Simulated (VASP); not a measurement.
Be3Cd2S: single point with PBE

Crystal: Be3Cd2S.

```
CELL_PARAMETERS angstrom
2.69493 1.55592 3.46536
-2.69493 1.55592 3.46536
0.00000 -3.11184 3.46536
ATOMIC_POSITIONS crystal
Be 0.00000 0.50000 0.00000
Be 0.50000 0.00000 0.00000
Be 0.00000 0.00000 0.50000
Cd 0.63145 0.63145 0.63145
Cd 0.36855 0.36855 0.36855
S 0.00000 0.00000 0.00000
```

The cell was generated, and may not be a known phase.

```yaml
Program: VASP 6.6.1
Task: single point
Functional: PBE
Potentials_or_basis: VASP PAW PBE potentials, release 64 (Be, Cd, S)
Cutoff: 520 eV
k_mesh: 6 × 6 × 6
Occupations: gaussian, width 0.1 eV
Spin: no spin polarisation
```

The pressure is 0.1 GPa. The largest force is 0.016 eV/Å and the band gap on the k mesh is zero (bands 18 and 19 overlap by 1.31 eV).

Forces on the atoms (eV/Å):
```
Be   0.000  0.000  0.000
Be   0.000  0.000  0.000
Be   0.000  0.000  0.000
Cd   0.000  0.000  0.016
Cd   0.000  0.000 -0.016
S    0.000  0.000  0.000
```

Stress tensor (GPa, compression positive):
```
0.09 0.00 0.00
0.00 0.09 0.00
0.00 0.00 0.23
```

Levels at points of the mesh, in eV from the Fermi level:
```csv
k point,band 16,band 17,band 18,band 19,band 20,band 21
"(0.00, 0.00, 0.00)",-1.62,-0.82,-0.82,0.91,1.02,1.02
"(0.50, 0.00, 0.00)",-1.97,-1.10,-0.87,0.76,1.38,1.58
"(0.50, 0.50, 0.00)",-3.87,-1.01,0.45,1.96,2.20,2.55
"(0.50, 0.50, 0.50)",-2.96,-2.96,-2.19,0.28,1.96,2.30
```

It took 92 s on 1 thread of Intel Xeon 8259CL, on a shared host, peak memory 0.24 GiB.
